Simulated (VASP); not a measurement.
# Co (P6_3/mmc) in VASP: a series of runs

Co is run at these levels: PBE; tasks: single point.

Program: VASP 6.6.1. These are calculated values, not measurements. Logs are shortened: lines on timing, memory, paths and dates and some standing lists are left out, and cuts for length are marked.

**1. The cell of the first run**

The structure is hexagonal, space group P6_3/mmc (No. 194). Conventional cell: a = 2.507 Å, b = 2.507 Å, c = 4.070 Å, α = 90.00°, β = 90.00°, γ = 120.00°. Co (site symmetry -6m2) has 12 Co at 2.50 to 2.51 Å within 3.3 Å.

**2. Single point, PBE**

INCAR

```
PREC = Accurate
ENCUT = 520
EDIFF = 1E-6
ISMEAR = -1
SIGMA = 0.08
LREAL = False
LASPH = True
NELM = 60
ALGO = Normal
ISIF = 2
LWAVE = False
LCHARG = False
GGA = PE
NBANDS = 26
```

KPOINTS

```
regular mesh
0
Gamma
  14 14 4
```

POSCAR

```
Co
1.0
    2.5074000000      0.0000000000      0.0000000000
    1.2537000000      2.1714720974      0.0000000000
    0.0000000000      0.0000000000      8.1398000000
Co
4
Direct
    0.6666666666      0.6666666667      0.1250000000
    0.6666666666      0.6666666667      0.6250000000
    0.3333333334      0.3333333333      0.3750000000
    0.3333333334      0.3333333333      0.8750000000
```

Potentials or basis: VASP PAW PBE potentials, release 64 (Co).

The run is started by

```bash
$ cat potpaw_PBE.64/Co/POTCAR > POTCAR
$ mpirun -np 1 vasp_std > vasp.out
```

OUTCAR:

```text
PREC = Accurate
   ENCUT = 520
   EDIFF = 1E-6
   ISMEAR = -1
   LREAL = False
   LASPH = True
   NELM = 60
   ISIF = 2
   GGA = PE

 ion  position               nearest neighbor table
   1  0.667  0.667  0.125-   3 2.50   4 2.50   3 2.50   4 2.50   3 2.50   4 2.50
   2  0.667  0.667  0.625-   3 2.50   4 2.50   3 2.50   4 2.50   3 2.50   4 2.50
   3  0.333  0.333  0.375-   1 2.50   2 2.50   1 2.50   2 2.50   1 2.50   2 2.50
   4  0.333  0.333  0.875-   1 2.50   2 2.50   1 2.50   2 2.50   1 2.50   2 2.50

  LATTYP: Found a hexagonal cell.
 ALAT       =     2.5074000000
 C/A-ratio  =     3.2463109197

  Lattice vectors:

 A1 = (  -1.2537000000,  -2.1714720974,   0.0000000000)
 A2 = (   2.5074000000,   0.0000000000,   0.0000000000)
 A3 = (   0.0000000000,   0.0000000000,   8.1398000000)

Analysis of symmetry for initial positions (statically):
=====================================================================
 Subroutine PRICEL returns following result:

  LATTYP: Found a hexagonal cell.
 ALAT       =     2.5074000000
 C/A-ratio  =     1.6231554599

  Lattice vectors:

 A1 = (  -1.2537000000,  -2.1714720974,   0.0000000000)
 A2 = (   2.5074000000,   0.0000000000,   0.0000000000)
 A3 = (   0.0000000000,   0.0000000000,   4.0699000000)

   2 primitive cells build up your supercell.

 Routine SETGRP: Setting up the symmetry group for a
 hexagonal supercell.

 Subroutine GETGRP returns: Found 24 space group operations
 (whereof 12 operations were pure point group operations)
 out of a pool of 24 trial point group operations.

The static configuration has the point symmetry D_3d.
 The point group associated with its full space group is D_6h.

Analysis of symmetry for dynamics (positions and initial velocities):
=====================================================================
 Subroutine PRICEL returns following result:

  LATTYP: Found a hexagonal cell.
 ALAT       =     2.5074000000
 C/A-ratio  =     1.6231554599

  Lattice vectors:

 A1 = (  -1.2537000000,  -2.1714720974,   0.0000000000)
 A2 = (   2.5074000000,   0.0000000000,   0.0000000000)
 A3 = (   0.0000000000,   0.0000000000,   4.0699000000)

   2 primitive cells build up your supercell.

 Routine SETGRP: Setting up the symmetry group for a
 hexagonal supercell.
[... 99 lines left out ...]
   ICHARG =      2    charge: 1-file 2-atom 10-const
   ISPIN  =      1    spin polarized calculation?
   LNONCOLLINEAR =      F non collinear calculations
   LSORBIT =      F    spin-orbit coupling
   LASPH  =      T    aspherical Exc in radial PAW
   ENCUT  =  520.0 eV  38.22 Ry    6.18 a.u.   4.66  4.66 15.13*2*pi/ulx,y,z
   NELM   =     60;   NELMIN=  2; NELMDL= -5     # of ELM steps
   EDIFF  = 0.1E-05   stopping-criterion for ELM
   LREAL  =      F    real-space projection
   EDIFFG = 0.1E-04   stopping-criterion for IOM
   NSW    =      0    number of steps for IOM
   IBRION =     -1    ionic relax: 0-MD 1-quasi-New 2-CG
   NFREE  =      0    steps in history (QN), initial steepest desc. (CG)
   ISIF   =      2    stress and relaxation
   ISYM   =      2    0-nonsym 1-usesym 2-fastsym
   POTIM  = 0.5000    time-step for ionic-motion
   TEBEG  =    0.0;   TEEND  =   0.0 temperature during run
   PSTRESS=    0.0 pullay stress
   NELECT =      36.0000    total number of electrons
   NUPDOWN=      -1.0000    fix difference up-down
   EMIN   =  10.00;   EMAX   =-10.00  energy-range for DOS
   EFERMI =   0.00;   METHOD = LEGACY
   ISMEAR =    -1;   SIGMA  =   0.08  broadening in eV -4-tet -1-fermi 0-gaus
   EFERMI_NEDOS =   21; number of points for ismear=-14 and -15
   IALGO  =     38    algorithm
   IMIX   =      4    mixing-type and parameters
     AMIX     =   0.40;   BMIX     =  1.00
     AMIX_MAG =   1.60;   BMIX_MAG =  1.00
  volume/ion in A,a.u.               =      11.08        74.77
  Fermi-wavevector in a.u.,A,eV,Ry     =   1.527490  2.886538 31.745475  2.333227
  Thomas-Fermi vector in A             =   2.635379
   LORBIT       =      0    0 simple, 1 ext, 2 COOP (PROOUT), +10 PAW based schemes
   GGA     = PE    functional components
   LHFCALC =     F    Hartree Fock is set to
   AEXX    =    0.0000 exact exchange contribution
   IVDW    =     0    specifies the selected vdW correction
   LEPSILON=     F    determine dielectric tensor
   LRPA    =     F    only Hartree local field effects (RPA)
 non-spin polarized calculation
  energy-cutoff  :      520.00
  volume of cell :       44.32
 maximum number of plane-waves:      1212
   NGX =  9   NGY =  9   NGZ = 31

 number of electron      35.9999994 magnetization

 Free energy of the ion-electron system (eV)
  ---------------------------------------------------
  ext. energy  EPLUGINS =         0.00000000
  ---------------------------------------------------
  free energy    TOTEN  =       -27.24016427 eV

  energy without entropy =      -26.97810389  energy(sigma->0) =      -27.10913408

 E-fermi :   9.8413     XC(G=0): -13.2971

 val. band max:        9.8358816242   @ k =  -0.3571   0.2857   0.5000
 cond. band min:       9.8433117794   @ k =   0.1429   0.0000   0.0000
 fundamental gap:      0.0074301552
 Fermi energy:         9.8412669804

 k-point     1 :       0.0000    0.0000    0.0000
  band No.  band energies     occupation
      1       1.1626      2.00000
      2       3.4024      2.00000
      3       3.4024      2.00000
      4       5.3626      2.00000
      5       7.6967      2.00000
      6       7.6967      2.00000
[... 685 lines left out ...]
     25      16.5834      0.00000
     26      17.6525      0.00000

 [... further k-points ...]

------------------------ aborting loop because EDIFF is reached ----------------------------------------

  FORCE on cell =-STRESS in cart. coord.  units (eV):
  Direction    XX          YY          ZZ          XY          YZ          ZX
  --------------------------------------------------------------------------------------
  -------------------------------------------------------------------------------------
  Total       -3.9377294     -3.9377294     -4.4976201      0.0000000     -0.0000000      0.0000000
  in kB     -142.3524173   -142.3524173   -162.5929637      0.0000000     -0.0000000      0.0000000
  external PRESSURE =    -149.0992661 kB  Pullay stress =       0.0000000 kB

 VOLUME and BASIS-vectors are now :
 -----------------------------------------------------------------------------
  energy-cutoff  :      520.00
  volume of cell :       44.32
      direct lattice vectors                 reciprocal lattice vectors
     2.507400000  0.000000000  0.000000000     0.398819494 -0.230258542  0.000000000
     1.253700000  2.171472097  0.000000000     0.000000000  0.460517085  0.000000000
     0.000000000  0.000000000  8.139800000     0.000000000  0.000000000  0.122853141

 POSITION                                       TOTAL-FORCE (eV/Angst)
 -----------------------------------------------------------------------------------
      2.50740      1.44765      1.01747         0.000000      0.000000     -0.000000
      2.50740      1.44765      5.08737         0.000000     -0.000000      0.000000
      1.25370      0.72382      3.05242        -0.000000      0.000000      0.000000
      1.25370      0.72382      7.12232        -0.000000     -0.000000      0.000000
 -----------------------------------------------------------------------------------
    total drift:                               -0.000000      0.000000     -0.000000

  FREE ENERGIE OF THE ION-ELECTRON SYSTEM (eV)
  ---------------------------------------------------
  free  energy   TOTEN  =       -27.2401642704 eV

  energy  without entropy=      -26.9781038905  energy(sigma->0) =      -27.10913408
```

OSZICAR:

```text
N       E                     dE             d eps       ncg     rms          rms(c)
DAV:   1     0.231839469401E+03    0.23184E+03   -0.16175E+04  3744   0.188E+03
DAV:   2    -0.196625375437E+02   -0.25150E+03   -0.23962E+03  3756   0.341E+02
DAV:   3    -0.322923200028E+02   -0.12630E+02   -0.11764E+02  3876   0.106E+02
DAV:   4    -0.324741937322E+02   -0.18187E+00   -0.18143E+00  4064   0.129E+01
DAV:   5    -0.324818178109E+02   -0.76241E-02   -0.76237E-02  5280   0.195E+00    0.198E+01
DAV:   6    -0.283535270880E+02    0.41283E+01   -0.42222E+01  3896   0.920E+01    0.854E+00
DAV:   7    -0.273126332237E+02    0.10409E+01   -0.61745E+00  3970   0.358E+01    0.223E+00
DAV:   8    -0.272532611093E+02    0.59372E-01   -0.68558E-02  4912   0.315E+00    0.794E-01
DAV:   9    -0.272405077564E+02    0.12753E-01   -0.54247E-03  5278   0.684E-01    0.919E-02
DAV:  10    -0.272401635688E+02    0.34419E-03   -0.37912E-04  3844   0.206E-01    0.663E-02
DAV:  11    -0.272401658046E+02   -0.22358E-05   -0.42578E-05  5304   0.761E-02    0.912E-03
DAV:  12    -0.272401639381E+02    0.18665E-05   -0.59412E-06  3650   0.323E-02    0.466E-03
DAV:  13    -0.272401642704E+02   -0.33228E-06   -0.20291E-07  1962   0.406E-03
   1 F= -.27240164E+02 E0= -.27109134E+02  d E =-.262060E+00
```

Run time: 34 s. Hardware: 1 thread of Intel Xeon 6975P-C (Granite Rapids), shared host; peak memory 0.2 GiB.

Results:

```
Free energy            : -27.2402 eV
Pressure               : -14.9 GPa
Band gap on the k mesh : zero (bands 18 and 19 overlap by 1.04 eV)
```

Caveat: the cell stands under tension; the run has no spin polarisation, though such a crystal can be magnetic. Spin polarisation is off, so any magnetic state and its effect on volume and gap are missing.

**3. Single point, PBE, collinear spin, ferromagnetic start**

INCAR

```
ALGO = Normal
EDIFF = 1E-7
ENCUT = 520
GGA = PE
ISIF = 2
ISMEAR = -1
ISPIN = 2
LASPH = True
LCHARG = True
LELF = True
LMAXMIX = 4
LORBIT = 11
LREAL = False
LVHAR = True
LWAVE = False
MAGMOM = 2 2 2 2
NBANDS = 30
NELM = 150
PREC = Accurate
SIGMA = 0.08
```

KPOINTS

```
k-points
0
Gamma
  14 14 4
```

POSCAR is that of step 2.

Potentials or basis: VASP PAW PBE potentials, release 64 (Co).

The run is started by

```bash
$ cat potpaw_PBE.64/Co/POTCAR > POTCAR
$ mpirun -np 1 vasp_std > vasp.out
```

Run time: 1.7 min. Hardware: 1 thread of Intel Xeon 6975P-C (Granite Rapids), shared host; peak memory 0.26 GiB.

The run converged. Its results:

```
Free energy                                           : -28.1558 eV
Pressure                                              : -4.7 GPa
Net moment                                            : 6.44 μB per cell
Site moments                                          : Co +1.63 μB
Valence electrons inside the program's atomic spheres : Co 8.23
```

Stress tensor (GPa, compression positive):
```
-4.30  0.00  0.00
 0.00 -4.30  0.00
 0.00  0.00 -5.45
```

Levels at points of the mesh, in eV from the Fermi level:
Spin up:
| k point | band 19 | band 20 | band 21 | band 22 | band 23 | band 24 |
| --- | --- | --- | --- | --- | --- | --- |
| (0.00, 0.00, 0.00) | -1.17 | -1.17 | -1.17 | -0.87 | -0.87 | -0.10 |
| (0.50, 0.00, 0.00) | -0.64 | -0.58 | 1.25 | 1.57 | 1.57 | 3.22 |
| (0.00, 0.00, 0.50) | -1.62 | -1.62 | -0.91 | -0.91 | -0.91 | -0.91 |
| (0.50, 0.00, 0.50) | -0.60 | -0.60 | 0.90 | 0.90 | 2.84 | 2.84 |
Spin down:
| k point | band 11 | band 12 | band 13 | band 14 | band 15 | band 16 | band 17 | band 18 |
| --- | --- | --- | --- | --- | --- | --- | --- | --- |
| (0.00, 0.00, 0.00) | -0.97 | -0.92 | -0.92 | -0.57 | -0.57 | -0.18 | -0.14 | -0.14 |
| (0.50, 0.00, 0.00) | -0.61 | -0.04 | -0.04 | 0.25 | 0.25 | 1.15 | 1.25 | 1.25 |
| (0.00, 0.00, 0.50) | -1.02 | -1.02 | -0.73 | -0.73 | -0.73 | -0.73 | 0.19 | 0.19 |
| (0.50, 0.00, 0.50) | -0.64 | -0.64 | 0.28 | 0.28 | 0.82 | 0.82 | 1.21 | 1.21 |

Caveat: the cell stands under tension.

(Continued in part 2 of 2.)
